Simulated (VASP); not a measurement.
W8C9F2: single point with PBEsol

Slab: W8C9F2, a slab with vacuum.

```xyz
19
Lattice="5.8102 0.0000 0.0000 0.0000 5.6738 0.0000 0.0000 0.0000 19.1932" Properties=species:S:1:pos:R:3 pbc="T T T"
W     0.0000    0.0000    1.0000
W     1.5125    0.0983    3.7996
W     0.0000    2.8369    1.0000
W     1.9786    2.9392    3.9615
W     2.9051    0.0000    1.0000
W     4.5263    0.0432    3.2651
W     2.9051    2.8369    1.0000
W     4.6922    2.8489    3.2307
C    -0.0735    1.1747    2.5170
C     3.3229    1.7761    5.2294
C     0.0472    4.2317    2.5050
C     3.1356    4.5461    4.2069
C     2.9059    1.3528    2.6173
C     4.7664    1.7628    4.9545
C     4.7664    4.3369    0.0448
C     5.7390    4.0370    3.8921
C     6.1325    1.2800    5.2146
F     8.3249    1.4276    6.8572
F     6.0552   -0.1940    6.1695
```

```
Program                : VASP 6.6.1
Task                   : single point
Functional             : PBEsol
Potentials or basis    : VASP PAW PBE potentials, release 64 (W_sv, C, F)
Cutoff                 : 520 eV
k mesh                 : 3 × 3 × 1
Occupations            : fermi-dirac, width 0.1 eV
Spin                   : no spin polarisation
Dipole correction      : no
Further INCAR settings : LREAL = Auto; ALGO = Normal; EDIFF = 1e-07; NBANDS = 96
```

- Largest force: 13.698 eV/Å
- Band gap on the k mesh: zero (band 81 reaches -1.25 eV, above the bottom of band 82 at -1.30 eV)

Forces in eV/Å, atoms in the order of the input:
```
W     3.051  -0.707  -2.166
W    -0.285  -0.193  -0.631
W     1.722  -0.461  -2.550
W    -0.502  -1.345   0.104
W     1.055   0.277   0.257
W    -6.494  -2.014   4.422
W     0.433  -0.234   0.569
W   -10.137  -7.550  -1.379
C     4.554   6.632  -1.199
C     0.372   0.439   1.265
C     3.134   2.336  -3.441
C    -1.821  -2.375   0.011
C    -0.668   0.987  -0.183
C    -0.658  -2.707   2.278
C    -3.461  -1.542   0.223
C     9.356   7.315   6.825
C    -2.036  -2.146  -0.304
F     1.796   0.703  -2.980
F     0.587   2.586  -1.122
```

Levels at points of the mesh, in eV from the Fermi level:
```tsv
k point	band 79	band 80	band 81	band 82	band 83	band 84
(0.00, 0.00, 0.00)	-0.27	-0.12	0.04	0.39	0.62	0.88
```

Run time: 11 min on 1 thread of Intel(R) Xeon(R) Platinum 8375C CPU @ 2.90GHz (Ice Lake) (shared host), peak memory 0.7 GiB.

Caveat: the k points lie up to 0.37 Å⁻¹ apart; the PAW data sets were made with another functional, which shifts forces and pressure a little; spin-orbit coupling is left out, which moves the levels of the heavy elements.
